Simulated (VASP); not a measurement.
# Ta: single point with PBE

Ta:

```
CELL_PARAMETERS angstrom
-2.64431 2.64431 1.40754
2.64431 -2.64431 1.40754
2.64431 2.64431 -1.40754
ATOMIC_POSITIONS crystal
Ta 0.62500 0.87500 0.75000
Ta 0.37500 0.12500 0.25000
```

```json
{"Program": "VASP 6.6.1", "Task": "single point", "Functional": "PBE", "Potentials or basis": "VASP PAW PBE potentials, release 64 (Ta_pv)", "Cutoff": "520 eV", "k mesh": "17 × 17 × 17", "Occupations": "fermi-dirac, width 0.1 eV", "Spin": "no spin polarisation", "Dipole correction": "no", "Further INCAR settings": "ALGO = Normal; EDIFF = 1e-07; NBANDS = 18"}
```

```json
{"Pressure": "0.1 GPa", "Band gap on the k mesh": "zero (band 11 reaches 5.82 eV, above the bottom of band 12 at 4.50 eV)"}
```

Stress tensor (GPa, compression positive):
```
0.17 0.00 0.00
0.00 0.17 0.00
0.00 0.00 0.10
```

Levels at points of the mesh, in eV from the Fermi level:
```csv
k point,band 9,band 10,band 11,band 12,band 13,band 14
"(0.00, 0.00, 0.00)",-2.33,-2.21,-1.06,3.29,3.29,3.35
```

Wall time 7.8 min on 1 thread of Intel Xeon 8259CL, on a shared host, peak memory 0.36 GiB.

Caveat: spin-orbit coupling is left out, which moves the levels of the heavy elements.
